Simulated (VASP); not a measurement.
# SnO2 (fluorite type) (Fm-3m) in VASP: further runs

Runs on SnO2 (fluorite type). Level: PBE. Tasks: single point, relaxation of cell and atoms.

Program: VASP 6.6.1. These are calculated values, not measurements. Logs are shortened: lines on timing, memory, paths and dates and some standing lists are left out, and cuts for length are marked.

## 1. The cell of the first run

The structure is cubic, space group Fm-3m (No. 225). The conventional cell has a = 4.782 Å, b = 4.782 Å, c = 4.782 Å, α = 90.00°, β = 90.00°, γ = 90.00°. Within 2.7 Å of Sn (site symmetry m-3m) lie 8 O at 2.07 Å. O (site symmetry -43m) has 4 Sn at 2.07 Å and 6 O at 2.39 Å within 2.7 Å.

## 2. Single point, PBE

The input, INCAR:

```
PREC = Accurate ; ENCUT = 520
EDIFF = 1E-6 ; ISMEAR = -1
SIGMA = 0.05 ; LREAL = False
LASPH = True ; NELM = 80
ALGO = Normal ; ISIF = 2
LWAVE = False ; LCHARG = True
GGA = PE ; LELF = True
LVHAR = True ; NBANDS = 20
```

The input, KPOINTS:

```
regular mesh
0
Gamma
  12 12 12
```

The input, POSCAR:

```
SnO2
1.0
    0.0000000000      2.3909440751      2.3909440751
    2.3909440751      0.0000000000      2.3909440751
    2.3909440751      2.3909440751      0.0000000000
Sn O
1 2
Direct
    0.0000000000      0.0000000000      0.0000000000
    0.2500000000      0.2500000000      0.2500000000
    0.7500000000      0.7500000000      0.7500000000
```

Potentials or basis: VASP PAW PBE potentials, release 64 (Sn_d, O).

Command:

```bash
> cat potpaw_PBE.64/Sn_d/POTCAR potpaw_PBE.64/O/POTCAR > POTCAR
> mpirun -np 1 vasp_std > vasp.out
```

OUTCAR:

```text
PREC = Accurate
   ENCUT = 520
   EDIFF = 1E-6
   ISMEAR = -1
   LREAL = False
   LASPH = True
   NELM = 80
   ISIF = 2
   GGA = PE

 ion  position               nearest neighbor table
   1  0.000  0.000  0.000-   3 2.07   3 2.07   3 2.07   2 2.07   3 2.07   2 2.07   2 2.07   2 2.07

   2  0.250  0.250  0.250-   1 2.07   1 2.07   1 2.07   1 2.07
   3  0.750  0.750  0.750-   1 2.07   1 2.07   1 2.07   1 2.07

  LATTYP: Found a face centered cubic cell.
 ALAT       =     4.7818881502

  Lattice vectors:

 A1 = (   0.0000000000,   2.3909440751,   2.3909440751)
 A2 = (   2.3909440751,   0.0000000000,   2.3909440751)
 A3 = (   2.3909440751,   2.3909440751,   0.0000000000)

Analysis of symmetry for initial positions (statically):
=====================================================================
 Subroutine PRICEL returns:
 Original cell was already a primitive cell.

 Routine SETGRP: Setting up the symmetry group for a
 face centered cubic supercell.

 Subroutine GETGRP returns: Found 48 space group operations
 (whereof 48 operations were pure point group operations)
 out of a pool of 48 trial point group operations.

The static configuration has the point symmetry O_h .

Analysis of symmetry for dynamics (positions and initial velocities):
=====================================================================
 Subroutine PRICEL returns:
 Original cell was already a primitive cell.

 Routine SETGRP: Setting up the symmetry group for a
 face centered cubic supercell.

 Subroutine GETGRP returns: Found 48 space group operations
 (whereof 48 operations were pure point group operations)
 out of a pool of 48 trial point group operations.

The dynamic configuration has the point symmetry O_h .

 Subroutine INISYM returns: Found 48 space group operations
 (whereof 48 operations are pure point group operations),
 and found     1 'primitive' translations

----------------------------------------------------------------------------------------

                                     Primitive cell

  volume of cell :      27.3362

  direct lattice vectors                    reciprocal lattice vectors
     0.000000000  2.390944075  2.390944075    -0.209122415  0.209122415  0.209122415
     2.390944075  0.000000000  2.390944075     0.209122415 -0.209122415  0.209122415
     2.390944075  2.390944075  0.000000000     0.209122415  0.209122415 -0.209122415

  length of vectors
     3.381305538  3.381305538  3.381305538     0.362210648  0.362210648  0.362210648

  position of ions in fractional coordinates (direct lattice)
     0.000000000  0.000000000  0.000000000
     0.250000000  0.250000000  0.250000000
     0.750000000  0.750000000  0.750000000

  ion indices of the primitive-cell ions
   primitive index   ion index
                 1           1
                 2           2
                 3           3

----------------------------------------------------------------------------------------

 KPOINTS: regular mesh

Automatic generation of k-mesh.
 Grid dimensions read from file:
 generate k-points for:   12   12   12

 Generating k-lattice:

  Cartesian coordinates                     Fractional coordinates (reciprocal lattice)
    -0.017426868  0.017426868  0.017426868     0.083333333  0.000000000  0.000000000
     0.017426868 -0.017426868  0.017426868     0.000000000  0.083333333  0.000000000
     0.017426868  0.017426868 -0.017426868     0.000000000  0.000000000  0.083333333

  Length of vectors
     0.030184221  0.030184221  0.030184221

  Shift w.r.t. Gamma in fractional coordinates (k-lattice)
     0.000000000  0.000000000  0.000000000

 Subroutine IBZKPT returns following result:
 ===========================================

 Found     72 irreducible k-points:

 Following reciprocal coordinates:
            Coordinates               Weight
  0.000000  0.000000  0.000000      1.000000
  0.083333  0.000000  0.000000      8.000000
  0.166667  0.000000  0.000000      8.000000
  0.250000  0.000000  0.000000      8.000000
  0.333333  0.000000  0.000000      8.000000
  0.416667  0.000000  0.000000      8.000000
[... 16 lines left out ...]
  0.500000  0.166667  0.000000     24.000000
 -0.416667  0.166667  0.000000     24.000000
 [... further k-points ...]
   k-points           NKPTS =     72   k-points in BZ     NKDIM =     72   number of bands    NBANDS=     20
   number of dos      NEDOS =    301   number of ions     NIONS =      3
   total plane-waves  NPLWV =  21952
   dimension x,y,z NGX =    28 NGY =   28 NGZ =   28
   dimension x,y,z NGXF=    56 NGYF=   56 NGZF=   56
   ions per type =               1   2
   NGX,Y,Z   is equivalent  to a cutoff of  13.77, 13.77, 13.77 a.u.
   NGXF,Y,Z  is equivalent  to a cutoff of  27.53, 27.53, 27.53 a.u.
 SYSTEM =  unknown system
   PREC   = accura    normal or accurate (medium, high low for compatibility)
   ISTART =      0    job   : 0-new  1-cont  2-samecut
   ICHARG =      2    charge: 1-file 2-atom 10-const
[... 42 lines left out ...]
   NGX = 13   NGY = 13   NGZ = 13

 number of electron      25.9999997 magnetization

 Free energy of the ion-electron system (eV)
  ---------------------------------------------------
  ext. energy  EPLUGINS =         0.00000000
  ---------------------------------------------------
  free energy    TOTEN  =       -16.69938979 eV

  energy without entropy =      -16.69938979  energy(sigma->0) =      -16.69938979

 E-fermi :  11.8937     XC(G=0): -12.9095

 val. band max:       10.8276936681   @ k =  -0.2500   0.5000   0.2500
 cond. band min:      13.0075668546   @ k =   0.0000   0.0000   0.0000
 fundamental gap:      2.1798731864
 Fermi energy:        11.8936535262

 k-point     1 :       0.0000    0.0000    0.0000
  band No.  band energies     occupation
      1     -10.7524      2.00000
      2      -9.8395      2.00000
      3      -9.8395      2.00000
      4      -9.8395      2.00000
      5      -9.4851      2.00000
      6      -9.4851      2.00000
[... 12 lines left out ...]
     19      27.0791      0.00000
     20      27.0791      0.00000

 k-point     2 :       0.0833    0.0000    0.0000
  band No.  band energies     occupation
      1     -10.6665      2.00000
      2      -9.8979      2.00000
      3      -9.8277      2.00000
      4      -9.8277      2.00000
      5      -9.4863      2.00000
      6      -9.4863      2.00000
[... 12 lines left out ...]
     19      27.1337      0.00000
     20      27.1337      0.00000

 k-point     3 :       0.1667    0.0000    0.0000
  band No.  band energies     occupation
      1     -10.5039      2.00000
      2      -9.9453      2.00000
      3      -9.7978      2.00000
      4      -9.7978      2.00000
      5      -9.4867      2.00000
      6      -9.4867      2.00000
[... 12 lines left out ...]
     19      27.2853      0.00000
     20      27.7205      0.00000

 k-point     4 :       0.2500    0.0000    0.0000
  band No.  band energies     occupation
      1     -10.5771      2.00000
      2      -9.7646      2.00000
      3      -9.7646      2.00000
      4      -9.6100      2.00000
      5      -9.4787      2.00000
      6      -9.4787      2.00000
[... 12 lines left out ...]
     19      27.4820      0.00000
     20      29.1811      0.00000

 k-point     5 :       0.3333    0.0000    0.0000
  band No.  band energies     occupation
      1     -10.7658      2.00000
      2      -9.7427      2.00000
      3      -9.7427      2.00000
      4      -9.4585      2.00000
      5      -9.4585      2.00000
      6      -8.9844      2.00000
[... 12 lines left out ...]
     19      27.6043      0.00000
     20      29.3807      0.00000
[... 353 lines left out ...]
      6      -9.0607      2.00000
[... 12 lines left out ...]
     19      27.7792      0.00000
     20      31.4456      0.00000

 k-point    22 :       0.4167    0.1667    0.0000
  band No.  band energies     occupation
      1     -10.7128      2.00000
      2     -10.0134      2.00000
      3      -9.6728      2.00000
      4      -9.5571      2.00000
      5      -9.4237      2.00000
      6      -8.3701      2.00000
[... 12 lines left out ...]
     19      28.0107      0.00000
     20      31.3068      0.00000

 k-point    23 :       0.5000    0.1667    0.0000
  band No.  band energies     occupation
      1     -10.8098      2.00000
      2     -10.0206      2.00000
      3      -9.6688      2.00000
      4      -9.5394      2.00000
      5      -9.4242      2.00000
      6      -7.6345      2.00000
[... 12 lines left out ...]
     19      27.8554      0.00000
     20      31.3382      0.00000

 k-point    24 :      -0.4167    0.1667    0.0000
  band No.  band energies     occupation
      1     -10.8127      2.00000
      2     -10.0484      2.00000
      3      -9.6705      2.00000
      4      -9.5211      2.00000
      5      -9.4457      2.00000
      6      -7.3477      2.00000
[... 12 lines left out ...]
     19      27.6192      0.00000
     20      31.6477      0.00000

 [... further k-points ...]

------------------------ aborting loop because EDIFF is reached ----------------------------------------

  FORCE on cell =-STRESS in cart. coord.  units (eV):
  Direction    XX          YY          ZZ          XY          YZ          ZX
  --------------------------------------------------------------------------------------
  -------------------------------------------------------------------------------------
  Total       12.0154677     12.0154677     12.0154677      0.0000000      0.0000000      0.0000000
  in kB      704.2275515    704.2275515    704.2275515      0.0000000      0.0000000      0.0000000
  external PRESSURE =     704.2275515 kB  Pullay stress =       0.0000000 kB

 VOLUME and BASIS-vectors are now :
 -----------------------------------------------------------------------------
  energy-cutoff  :      520.00
  volume of cell :       27.34
      direct lattice vectors                 reciprocal lattice vectors
     0.000000000  2.390944075  2.390944075    -0.209122415  0.209122415  0.209122415
     2.390944075  0.000000000  2.390944075     0.209122415 -0.209122415  0.209122415
     2.390944075  2.390944075  0.000000000     0.209122415  0.209122415 -0.209122415

 POSITION                                       TOTAL-FORCE (eV/Angst)
 -----------------------------------------------------------------------------------
      0.00000      0.00000      0.00000         0.000000     -0.000000      0.000000
      1.19547      1.19547      1.19547        -0.000000     -0.000000     -0.000000
      3.58642      3.58642      3.58642         0.000000      0.000000      0.000000
 -----------------------------------------------------------------------------------
    total drift:                                0.000000     -0.000000      0.000000

  FREE ENERGIE OF THE ION-ELECTRON SYSTEM (eV)
  ---------------------------------------------------
  free  energy   TOTEN  =       -16.6993897911 eV

  energy  without entropy=      -16.6993897911  energy(sigma->0) =      -16.69938979
```

Wall time 33 s (1 thread of Intel Xeon Platinum 8375C at 2.90GHz (Ice Lake), shared host); peak memory 0.18 GiB.

What came out:

```
Free energy            : -16.6994 eV
Pressure               : 70.4 GPa
Band gap on the k mesh : 2.18 eV, indirect (least direct gap 4.00 eV)
```

Caveat: spin-orbit coupling is left out, which moves the levels of the heavy elements.

## 3. Single point, PBE

The input, INCAR:

```
SYSTEM = SnO2
PREC = Accurate ; ENCUT = 520
EDIFF = 1E-6 ; ISMEAR = -1
SIGMA = 0.05 ; LREAL = .False.
LASPH = .True. ; NELM = 80
ALGO = Normal ; ISIF = 2
LWAVE = .False. ; LCHARG = .True.
GGA = PE ; LELF = .True.
LVHAR = .True. ; NBANDS = 20
```

The input, KPOINTS:

```
Automatic mesh
0
Gamma
  12 12 12
  0 0 0
```

The input, POSCAR:

```
SnO2
1.0
    0.0000000000      2.3906527803      2.3906527803
    2.3906527803      0.0000000000      2.3906527803
    2.3906527803      2.3906527803      0.0000000000
Sn O
1 2
Direct
    0.0000000000      0.0000000000      0.0000000000
    0.2500000000      0.2500000000      0.2500000000
    0.7500000000      0.7500000000      0.7500000000
```

Potentials or basis: VASP PAW PBE potentials, release 64 (Sn_d, O).

Command:

```bash
> cat potpaw_PBE.64/Sn_d/POTCAR potpaw_PBE.64/O/POTCAR > POTCAR
> mpirun -np 1 vasp_std > vasp.out
```

Run time: 39 s. Hardware: 1 thread of Intel Xeon Platinum 8375C at 2.90GHz (Ice Lake), shared host; peak memory 0.18 GiB.

It converged, with:

| Property | Result |
| --- | --- |
| Free energy | -16.6950 eV |
| Pressure | 70.6 GPa |
| Band gap on the k mesh | 2.18 eV, indirect (least direct gap 4.00 eV) |

Levels at points of the mesh, in eV from the valence-band top:
| k point | band 11 | band 12 | band 13 | band 14 | band 15 | band 16 |
| --- | --- | --- | --- | --- | --- | --- |
| (0.00, 0.00, 0.00) | -1.82 | -1.82 | -1.82 | 2.18 | 7.66 | 7.66 |
| (0.50, 0.00, 0.00) | -4.30 | -2.60 | -2.60 | 6.70 | 8.67 | 12.10 |
| (0.50, 0.50, 0.00) | -0.31 | -0.27 | -0.27 | 4.10 | 8.92 | 10.85 |

Caveat: spin-orbit coupling is left out, which moves the levels of the heavy elements. A k mesh can miss the band edges.

## 4. Relaxation of cell and atoms, PBE, target pressure 69 GPa, at which the enthalpy is minimised

The input, INCAR:

```
PREC = Accurate
ENCUT = 600
EDIFF = 1E-6
ISMEAR = -1
SIGMA = 0.05
LREAL = F
LASPH = T
NELM = 100
ALGO = Normal
ISIF = 3
LWAVE = F
LCHARG = F
GGA = PE
IBRION = 2
NSW = 32
EDIFFG = -0.005
PSTRESS = 690.0
```

The input, KPOINTS:

```
Automatic mesh
0
Gamma
  12 12 12
```

The input, POSCAR:

```
SnO2
1.0
    0.0000000000      2.3909440751      2.3909440751
    2.3909440751      0.0000000000      2.3909440751
    2.3909440751      2.3909440751      0.0000000000
Sn O
1 2
Direct
    0.0000000000      0.0000000000      0.0000000000
    0.2500000000      0.2500000000      0.2500000000
    0.7500000000      0.7500000000      0.7500000000
```

Command:

```bash
> cat potpaw_PBE.64/Sn_d/POTCAR potpaw_PBE.64/O/POTCAR > POTCAR
> mpirun -np 1 vasp_std > vasp.out
```

Run time: 66 s. Hardware: 1 thread of Intel Xeon Platinum 8375C at 2.90GHz (Ice Lake), shared host; peak memory 0.19 GiB.

It converged, with:

```
Free energy                                            : -16.7343 eV
Relaxed volume                                         : 9.13 Å³/atom
Relaxed cell                                           : a = 3.384 Å, b = 3.384 Å, c = 3.384 Å, α = 60.00°, β = 60.00°, γ = 60.00°
Space group after relaxing (to 0.05 Å)                 : Fm-3m (No. 225)
Energy change on relaxing (the enthalpy is what falls) : -9.4 meV/atom
Ionic steps                                            : 3
Pressure after relaxing                                : 68.9 GPa
Band gap on the k mesh                                 : 2.15 eV, indirect (least direct gap 3.96 eV)
```

The path:
| step | energy change (eV) | largest force (eV/Å) | pressure (GPa) | volume (Å³) |
| --- | --- | --- | --- | --- |
| 1 | 0.0000 | 0.0000 | 70.13 | 27.34 |
| 2 | -0.1078 | 0.0000 | 65.81 | 27.59 |
| 3 | -0.0283 | 0.0000 | 68.95 | 27.40 |

Final structure:
```
Sn O
1.0
     0.00000    2.39284    2.39284
     2.39284    0.00000    2.39284
     2.39284    2.39284    0.00000
Sn O
1 2
Direct
  0.00000 0.00000 0.00000
  0.25000 0.25000 0.25000
  0.75000 0.75000 0.75000
```

Levels at points of the mesh, in eV from the valence-band top:
| k point | band 11 | band 12 | band 13 | band 14 | band 15 | band 16 |
| --- | --- | --- | --- | --- | --- | --- |
| (0.00, 0.00, 0.00) | -1.81 | -1.81 | -1.81 | 2.15 | 7.65 | 7.65 |
| (0.50, 0.00, 0.00) | -4.28 | -2.59 | -2.59 | 6.67 | 8.66 | 12.08 |
| (0.50, 0.50, 0.00) | -0.31 | -0.27 | -0.27 | 4.09 | 8.89 | 10.83 |

Caveat: the cell is relaxed towards a set pressure, so the enthalpy falls and the energy may rise; spin-orbit coupling is left out, which moves the levels of the heavy elements.

## 5. Relaxation of cell and atoms, PBE, target pressure 69 GPa, at which the enthalpy is minimised

This run uses another cell than the first one, of 10.06 Å³/atom, 1.104 times its volume.

The input, INCAR:

```
SYSTEM = SnO2
PREC     = Accurate       ! precision mode
ENCUT    = 600            ! plane-wave cutoff, eV
EDIFF    = 1E-7           ! SCF threshold, eV
ISMEAR   = -1             ! smearing method
SIGMA    = 0.05           ! smearing width, eV
LREAL    = .FALSE.        ! projectors in reciprocal space
LASPH    = .TRUE.         ! aspherical terms in the spheres
NELM     = 100            ! most SCF steps
ALGO     = Normal         ! electronic algorithm
ISIF     = 3              ! what is computed and relaxed
LWAVE    = .FALSE.        ! write WAVECAR
LCHARG   = .FALSE.        ! write CHGCAR
GGA      = PE             ! functional
IBRION   = 2              ! ionic algorithm
NSW      = 60             ! ionic steps
EDIFFG   = -0.005         ! ionic threshold
PSTRESS  = 690.0
```

The input, KPOINTS:

```
regular mesh
0
G
  12 12 12
  0 0 0
```

The input, POSCAR:

```
SnO2
1.0
    0.0000000000      2.4711521002      2.4711521002
    2.4711521002      0.0000000000      2.4711521002
    2.4711521002      2.4711521002      0.0000000000
Sn O
1 2
Direct
    0.0000000000      0.0000000000      0.0000000000
    0.2500000000      0.2500000000      0.2500000000
    0.7500000000      0.7500000000      0.7500000000
```

Command:

```bash
> cat potpaw_PBE.64/Sn_d/POTCAR potpaw_PBE.64/O/POTCAR > POTCAR
> mpirun -np 1 vasp_std > vasp.out
```

Wall time 2.3 min (1 thread of Intel Xeon Platinum 8375C at 2.90GHz (Ice Lake), shared host); peak memory 0.2 GiB.

It converged, with:

| Quantity | Value |
| --- | --- |
| Free energy | -16.7425 eV |
| Relaxed volume | 9.13 Å³/atom |
| Relaxed cell | a = 3.384 Å, b = 3.384 Å, c = 3.384 Å, α = 60.00°, β = 60.00°, γ = 60.00° |
| Space group after relaxing (to 0.05 Å) | Fm-3m (No. 225) |
| Energy change on relaxing (the enthalpy is what falls) | +279.4 meV/atom |
| Ionic steps | 5 |
| Pressure after relaxing | 69.0 GPa |
| Band gap on the k mesh | 2.16 eV, indirect (least direct gap 3.96 eV) |

Step by step:
```csv
step,energy change (eV),largest force (eV/Å),pressure (GPa),volume (Å³)
1,0.0000,0.0000,30.57,30.18
2,7.3191,0.0000,290.93,20.82
3,0.7160,0.0000,64.01,27.69
4,0.8056,0.0000,67.69,27.47
5,0.8382,0.0000,69.01,27.40
```

Final structure:
```
CELL_PARAMETERS angstrom
0.00000 2.39271 2.39271
2.39271 0.00000 2.39271
2.39271 2.39271 0.00000
ATOMIC_POSITIONS crystal
Sn 0.00000 0.00000 0.00000
O 0.25000 0.25000 0.25000
O 0.75000 0.75000 0.75000
```

Levels at points of the mesh, in eV from the valence-band top:
| k point | band 11 | band 12 | band 13 | band 14 | band 15 | band 16 |
| --- | --- | --- | --- | --- | --- | --- |
| (0.00, 0.00, 0.00) | -1.81 | -1.81 | -1.81 | 2.16 | 7.65 | 7.65 |
| (0.50, 0.00, 0.00) | -4.28 | -2.60 | -2.60 | 6.67 | 8.66 | 12.08 |
| (0.50, 0.50, 0.00) | -0.31 | -0.26 | -0.26 | 4.10 | 8.89 | 10.83 |

Caveat: the cell is relaxed towards a set pressure, so the enthalpy falls and the energy may rise; spin-orbit coupling is left out, which moves the levels of the heavy elements. A k mesh can miss the band edges.

## 6. The runs side by side

| task | cell | cutoff (eV) | gap on the mesh (eV) | pressure (GPa) |
| --- | --- | --- | --- | --- |
| single point | a = 3.381 Å, angles 60.0°, 3 atoms | 520 | 2.18 | 70.6 |
| relaxation of cell and atoms | relaxed to 69 GPa from a = 3.381 Å, angles 60.0°, 3 atoms | 600 | 2.15 | 68.9 |
| relaxation of cell and atoms | relaxed to 69 GPa from a = 3.495 Å, angles 60.0°, 3 atoms | 600 | 2.16 | 69.0 |

Alike in all rows: level PBE; potentials or basis VASP PAW PBE potentials, release 64 (Sn_d, O); no spin polarisation; k mesh 12 × 12 × 12; smearing fermi-dirac 0.05 eV.

Caveats: spin-orbit coupling is left out, which moves the levels of the heavy elements; the cell is relaxed towards a set pressure, so the enthalpy falls and the energy may rise (some runs).

Absolute energies hang on the potentials; compare differences alone.
